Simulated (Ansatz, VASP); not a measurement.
## MnO in VASP and in Ansatz

```xyz
4
Lattice="0.0000 2.2220 2.2220 4.4440 2.2220 2.2220 4.4440 4.4440 0.0000" Properties=species:S:1:pos:R:3 pbc="T T T"
Mn    0.0000    0.0000    0.0000
Mn    2.2220    2.2220    0.0000
O     2.2220    2.2220    2.2220
O     4.4440    4.4440    2.2220
```

Alike in both runs: task single point; functional PBEsol; k mesh 7 × 7 × 7; occupations gaussian, width 0.05 eV; collinear spin; Hubbard terms Mn d U = 8.0 eV.

```csv
,VASP,Ansatz
version,VASP 6.6.1,Ansatz 0.2.0
potentials or method,"VASP PAW PBE potentials, release 64 (Mn_pv, O), cutoff 520 eV","scalar-relativistic, plane waves, PAW"
valence electrons in the cell,38,42
```

```tsv
	VASP	Ansatz	Ansatz less VASP
gap on the k mesh at the Fermi level (eV)	0.93	0.63	-0.292
least direct gap on the mesh (eV)	2.62	2.42	-0.203
pressure (GPa)	3.5	7.8	+4.30
net moment per atom (μB)	2.50	2.50	0.000
size of the moment on the site where the two differ most (μB)	4.72	4.33	-0.394
```

VASP's potentials were made for PBE, not for PBEsol. Site moments also hang on the region over which each program counts them. The programs project onto different local orbitals, so the same U acts differently, and such runs can settle in different states. VASP's potentials hold 38 valence electrons a cell and Ansatz's 42, so a difference there can come from the potentials and not from the codes.
